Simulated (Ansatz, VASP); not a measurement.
# One calculation of PbS, two programs

```
CELL_PARAMETERS angstrom
0.00000 2.96575 2.96575
2.96575 0.00000 2.96575
2.96575 2.96575 0.00000
ATOMIC_POSITIONS crystal
Pb 0.00000 0.00000 0.00000
S 0.50000 0.50000 0.50000
```

Alike in both runs: task single point; functional PBE; dispersion D3(BJ); k mesh 3 × 3 × 3; no spin polarisation.

```csv
,VASP,Ansatz
version,VASP 6.6.1,Ansatz 0.2.0
potentials or method,"VASP PAW PBE potentials, release 64 (Pb_d, S), cutoff 500 eV","plane waves, PAW"
occupations,"gaussian, width 0.01 eV",fixed
valence electrons in the cell,20,20
```

Ansatz gave:

```
pressure (GPa) : -1.0
```

Q: Estimate VASP's values.

A: Pressure (GPa): -1.1.

The k mesh is coarse, so the values compare programs but aren't converged. Neither program's run includes spin-orbit coupling.
